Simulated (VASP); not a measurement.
# ScAl2 (Fd-3m) in VASP: notebook

ScAl2 is run at these levels: PBEsol; tasks: single point.

Program: VASP 6.6.1. These are calculated values, not measurements. Logs are shortened: lines on timing, memory, paths and dates and some standing lists are left out, and cuts for length are marked.

## (1) The cell of the first run

Symmetry: Fd-3m, No. 227, cubic system. Conventional cell: a = 7.427 Å, b = 7.427 Å, c = 7.427 Å, α = 90.00°, β = 90.00°, γ = 90.00°. Within 4.1 Å of Sc (site symmetry -43m) lie 12 Al at 3.08 Å and 4 Sc at 3.22 Å. Al (site symmetry -3m) has 6 Al at 2.63 Å and 6 Sc at 3.08 Å within 3.5 Å.

## (2) Single point, PBEsol

File INCAR:

```
SYSTEM = ScAl2
PREC = Accurate
ENCUT = 520
EDIFF = 1E-7
ISMEAR = -1
SIGMA = 0.15
LREAL = .FALSE.
LASPH = .TRUE.
NELM = 100
ALGO = Normal
ISIF = 2
LWAVE = .FALSE.
LCHARG = .FALSE.
GGA = PS
NBANDS = 26
```

File KPOINTS:

```
Automatic mesh
0
G
  5 5 5
  0 0 0
```

File POSCAR:

```
ScAl2
1.0
    0.0000000000      3.7136096622      3.7136096622
    3.7136096622      0.0000000000      3.7136096622
    3.7136096622      3.7136096622      0.0000000000
Sc Al
2 4
Direct
    0.5000000000      0.5000000000      0.5000000000
    0.7500000000      0.7500000000      0.7500000000
    0.1250000000      0.1250000000      0.1250000000
    0.6250000000      0.1250000000      0.1250000000
    0.1250000000      0.6250000000      0.1250000000
    0.1250000000      0.1250000000      0.6250000000
```

Potentials or basis: VASP PAW PBE potentials, release 64 (Sc_sv, Al).

Launch:

```console
cat potpaw_PBE.64/Sc_sv/POTCAR potpaw_PBE.64/Al/POTCAR > POTCAR
mpirun -np 1 vasp_std > vasp.out
```

OUTCAR:

```text
SYSTEM = ScAl2
   PREC = Accurate
   ENCUT = 520
   EDIFF = 1E-7
   ISMEAR = -1
   LREAL = .FALSE.
   LASPH = .TRUE.
   NELM = 100
   ISIF = 2
   GGA = PS

 ion  position               nearest neighbor table
   1  0.500  0.500  0.500-   3 3.08   5 3.08   6 3.08   3 3.08   4 3.08   6 3.08   3 3.08   4 3.08
                             5 3.08   4 3.08   5 3.08   6 3.08   2 3.22   2 3.22   2 3.22   2 3.22
   2  0.750  0.750  0.750-   4 3.08   5 3.08   6 3.08   3 3.08   4 3.08   5 3.08   3 3.08   4 3.08
                             6 3.08   3 3.08   5 3.08   6 3.08   1 3.22   1 3.22   1 3.22   1 3.22
   3  0.125  0.125  0.125-   4 2.63   5 2.63   6 2.63   6 2.63   5 2.63   4 2.63   1 3.08   2 3.08
                             1 3.08   2 3.08   1 3.08   2 3.08
   4  0.625  0.125  0.125-   3 2.63   6 2.63   5 2.63   3 2.63   5 2.63   6 2.63   2 3.08   1 3.08
                             1 3.08   2 3.08   2 3.08   1 3.08
   5  0.125  0.625  0.125-   3 2.63   6 2.63   3 2.63   4 2.63   6 2.63   4 2.63   2 3.08   1 3.08
                             2 3.08   2 3.08   1 3.08   1 3.08
   6  0.125  0.125  0.625-   3 2.63   3 2.63   4 2.63   5 2.63   5 2.63   4 2.63   1 3.08   2 3.08
                             1 3.08   2 3.08   1 3.08   2 3.08

  LATTYP: Found a face centered cubic cell.
 ALAT       =     7.4272193244

  Lattice vectors:

 A1 = (   0.0000000000,   3.7136096622,   3.7136096622)
 A2 = (   3.7136096622,   0.0000000000,   3.7136096622)
 A3 = (   3.7136096622,   3.7136096622,   0.0000000000)

Analysis of symmetry for initial positions (statically):
=====================================================================
 Subroutine PRICEL returns:
 Original cell was already a primitive cell.

 Routine SETGRP: Setting up the symmetry group for a
 face centered cubic supercell.

 Subroutine GETGRP returns: Found 48 space group operations
 (whereof 24 operations were pure point group operations)
 out of a pool of 48 trial point group operations.

The static configuration has the point symmetry T_d .
 The point group associated with its full space group is O_h .

Analysis of symmetry for dynamics (positions and initial velocities):
=====================================================================
 Subroutine PRICEL returns:
 Original cell was already a primitive cell.

 Routine SETGRP: Setting up the symmetry group for a
 face centered cubic supercell.

 Subroutine GETGRP returns: Found 48 space group operations
[... 97 lines left out ...]
   EDIFF  = 0.1E-06   stopping-criterion for ELM
   LREAL  =      F    real-space projection
   EDIFFG = 0.1E-05   stopping-criterion for IOM
   NSW    =      0    number of steps for IOM
   IBRION =     -1    ionic relax: 0-MD 1-quasi-New 2-CG
   NFREE  =      0    steps in history (QN), initial steepest desc. (CG)
   ISIF   =      2    stress and relaxation
   ISYM   =      2    0-nonsym 1-usesym 2-fastsym
   POTIM  = 0.5000    time-step for ionic-motion
   TEBEG  =    0.0;   TEEND  =   0.0 temperature during run
   PSTRESS=    0.0 pullay stress
   NELECT =      34.0000    total number of electrons
   NUPDOWN=      -1.0000    fix difference up-down
   EMIN   =  10.00;   EMAX   =-10.00  energy-range for DOS
   EFERMI =   0.00;   METHOD = LEGACY
   ISMEAR =    -1;   SIGMA  =   0.15  broadening in eV -4-tet -1-fermi 0-gaus
   EFERMI_NEDOS =   21; number of points for ismear=-14 and -15
   IALGO  =     38    algorithm
   IMIX   =      4    mixing-type and parameters
     AMIX     =   0.40;   BMIX     =  1.00
     AMIX_MAG =   1.60;   BMIX_MAG =  1.00
  volume/ion in A,a.u.               =      17.07       115.20
  Fermi-wavevector in a.u.,A,eV,Ry     =   1.133517  2.142037 17.481607  1.284862
  Thomas-Fermi vector in A             =   2.270220
   LORBIT       =      0    0 simple, 1 ext, 2 COOP (PROOUT), +10 PAW based schemes
   GGA     = PS    functional components
   LHFCALC =     F    Hartree Fock is set to
   AEXX    =    0.0000 exact exchange contribution
   IVDW    =     0    specifies the selected vdW correction
   LEPSILON=     F    determine dielectric tensor
   LRPA    =     F    only Hartree local field effects (RPA)
 non-spin polarized calculation
  energy-cutoff  :      520.00
  volume of cell :      102.43
 maximum number of plane-waves:      2768
   NGX = 19   NGY = 19   NGZ = 19

 number of electron      34.0000007 magnetization

 Free energy of the ion-electron system (eV)
  ---------------------------------------------------
  ext. energy  EPLUGINS =         0.00000000
  ---------------------------------------------------
  free energy    TOTEN  =       -32.57212875 eV

  energy without entropy =      -32.31958180  energy(sigma->0) =      -32.44585528

 E-fermi :   6.9109     XC(G=0): -10.6101

 val. band max:        6.8784892064   @ k =  -0.4000   0.4000   0.0000
 cond. band min:       6.9301255247   @ k =  -0.2000   0.2000   0.0000
 fundamental gap:      0.0516363182
 Fermi energy:         6.9108929245

 k-point     1 :       0.0000    0.0000    0.0000
  band No.  band energies     occupation
      1     -42.0483      2.00000
      2     -41.9979      2.00000
      3     -20.8470      2.00000
      4     -20.8470      2.00000
      5     -20.8470      2.00000
      6     -20.7173      2.00000
[... 279 lines left out ...]
     25      10.4287      0.00000
     26      10.8558      0.00000

------------------------ aborting loop because EDIFF is reached ----------------------------------------

  FORCE on cell =-STRESS in cart. coord.  units (eV):
  Direction    XX          YY          ZZ          XY          YZ          ZX
  --------------------------------------------------------------------------------------
  -------------------------------------------------------------------------------------
  Total        2.6939442      2.6939442      2.6939442      0.0000000     -0.0000000      0.0000000
  in kB       42.1386315     42.1386315     42.1386315      0.0000000     -0.0000000      0.0000000
  external PRESSURE =      42.1386315 kB  Pullay stress =       0.0000000 kB

 VOLUME and BASIS-vectors are now :
 -----------------------------------------------------------------------------
  energy-cutoff  :      520.00
  volume of cell :      102.43
      direct lattice vectors                 reciprocal lattice vectors
     0.000000000  3.713609662  3.713609662    -0.134639891  0.134639891  0.134639891
     3.713609662  0.000000000  3.713609662     0.134639891 -0.134639891  0.134639891
     3.713609662  3.713609662  0.000000000     0.134639891  0.134639891 -0.134639891

 POSITION                                       TOTAL-FORCE (eV/Angst)
 -----------------------------------------------------------------------------------
      3.71361      3.71361      3.71361         0.000000      0.000000      0.000000
      5.57041      5.57041      5.57041        -0.000000     -0.000000     -0.000000
      0.92840      0.92840      0.92840         0.000000      0.000000     -0.000000
      0.92840      2.78521      2.78521         0.000000      0.000000     -0.000000
      2.78521      0.92840      2.78521         0.000000      0.000000     -0.000000
      2.78521      2.78521      0.92840         0.000000      0.000000     -0.000000
 -----------------------------------------------------------------------------------
    total drift:                               -0.000000     -0.000000      0.000000

  FREE ENERGIE OF THE ION-ELECTRON SYSTEM (eV)
  ---------------------------------------------------
  free  energy   TOTEN  =       -32.5721287492 eV

  energy  without entropy=      -32.3195818043  energy(sigma->0) =      -32.44585528
```

Run time: 39 s. Hardware: 1 thread of AMD EPYC 7R13 (Zen 3), shared host; peak memory 0.2 GiB.

What came out:

* Free energy: -32.5721 eV
* Pressure: 4.2 GPa
* Band gap on the k mesh: zero (band 17 reaches 7.28 eV, above the bottom of band 18 at 5.09 eV)

Caveat: the PAW data sets were made with another functional, which shifts forces and pressure a little.

## (3) Single point, PBEsol

This run uses another cell than the first one, of 17.61 Å³/atom, 1.032 times its volume.

File INCAR:

```
SYSTEM = ScAl2
  PREC = Accurate
  ENCUT = 520
  EDIFF = 1E-7
  ISMEAR = -1
  SIGMA = 0.15
  LREAL = .False.
  LASPH = .True.
  NELM = 60
  ALGO = Normal
  ISIF = 2
  LWAVE = .False.
  LCHARG = .False.
  GGA = PS
  NBANDS = 26
```

File KPOINTS:

```
regular mesh
0
Gamma
  5 5 5
  0 0 0
```

POSCAR, as its differences from that of step 2:

```diff
@@ -2,5 +2,5 @@
 1.0
-    0.0000000000      3.7136096622      3.7136096622
-    3.7136096622      0.0000000000      3.7136096622
-    3.7136096622      3.7136096622      0.0000000000
+    0.0000000000      3.7522958804      3.7522958804
+    3.7522958804      0.0000000000      3.7522958804
+    3.7522958804      3.7522958804      0.0000000000
 Sc Al
```

Potentials or basis: VASP PAW PBE potentials, release 64 (Sc_sv, Al).

Launch:

```console
cat potpaw_PBE.64/Sc_sv/POTCAR potpaw_PBE.64/Al/POTCAR > POTCAR
mpirun -np 1 vasp_std > vasp.out
```

Run time: 38 s. Hardware: 1 thread of AMD EPYC 7R13 (Zen 3), shared host; peak memory 0.21 GiB.

It converged, with:

- Free energy: -32.6251 eV
- Pressure: 1.0 GPa
- Band gap on the k mesh: zero (band 17 reaches 7.01 eV, above the bottom of band 18 at 4.88 eV)

Levels at points of the mesh, in eV from the Fermi level:
```csv
k point,band 15,band 16,band 17,band 18,band 19,band 20
"(0.00, 0.00, 0.00)",-2.46,-2.46,-1.77,-1.77,0.32,2.14
```

Caveat: the PAW data sets were made with another functional, which shifts forces and pressure a little.

(Part 1 of 2 ends here.)
